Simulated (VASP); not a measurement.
Write the native input for VASP 6.6.1 that does the following.

- Task: single point
- Functional: r2SCAN
- Potentials or basis: VASP PAW PBE potentials, release 64 (Zn, S)
- Cutoff: 520 eV
- k mesh: 8 × 8 × 8
- Occupations: gaussian, width 0.05 eV
- Spin: no spin polarisation
- Dipole correction: no
- Further INCAR settings: ALGO = Normal; EDIFF = 1e-06; NBANDS = 16

ZnS:

```
Zn S
1.0
     0.00000    2.61368    2.65410
     2.61368    0.00000    2.65410
     2.61368    2.61368    0.00000
Zn S
1 1
Cartesian
  0.0000 0.0000 0.0000
  3.9205 3.9205 3.9811
```

This cell differs from its parent crystal: strain -0.030 along x and y, -0.015 along z.

One way to write it, as run:

POSCAR

```
ZnS
1.0
    0.0000000000      2.6136777993      2.6540954973
    2.6136777993      0.0000000000      2.6540954973
    2.6136777993      2.6136777993      0.0000000000
Zn S
1 1
Direct
    0.0000000000      0.0000000000      0.0000000000
    0.7500000000      0.7500000000      0.7500000000
```

INCAR.step1

```
SYSTEM = ZnS
PREC = Accurate
ENCUT = 520
ISMEAR = 0
SIGMA = 0.05
LREAL = .False.
LASPH = .True.
NELM = 60
NBANDS = 16
GGA = PE
ALGO = Normal
EDIFF = 1E-4
LWAVE = .True.
LCHARG = .False.
```

INCAR.step2

```
SYSTEM = ZnS
PREC = Accurate
ENCUT = 520
EDIFF = 1E-6
ISMEAR = 0
SIGMA = 0.05
LREAL = .False.
LASPH = .True.
NELM = 60
ALGO = Normal
ISIF = 2
LWAVE = .False.
LCHARG = .False.
METAGGA = R2SCAN
LMIXTAU = .True.
NBANDS = 16
ISTART = 1
```

KPOINTS

```
Automatic mesh
0
Gamma
  8 8 8
  0 0 0
```

Potentials or basis: VASP PAW PBE potentials, release 64 (Zn, S).

Run with:

```console
$ cat potpaw_PBE.64/Zn/POTCAR potpaw_PBE.64/S/POTCAR > POTCAR
$ cp INCAR.step1 INCAR
$ mpirun -np 1 vasp_std > vasp.out
$ cp INCAR.step2 INCAR
$ mpirun -np 1 vasp_std > vasp.out
```

It gave:

* Pressure: 7.1 GPa
* Band gap on the k mesh: 3.06 eV, direct

Caveat: the cell differs from its parent crystal (strain -0.030 along x and y, -0.015 along z); the PAW data sets were made with another functional, which shifts forces and pressure a little.

It took 2.7 min on 1 thread of AMD EPYC 7R43 64-Core Processor (Zen 3), with other jobs on the host, peak memory 0.14 GiB.
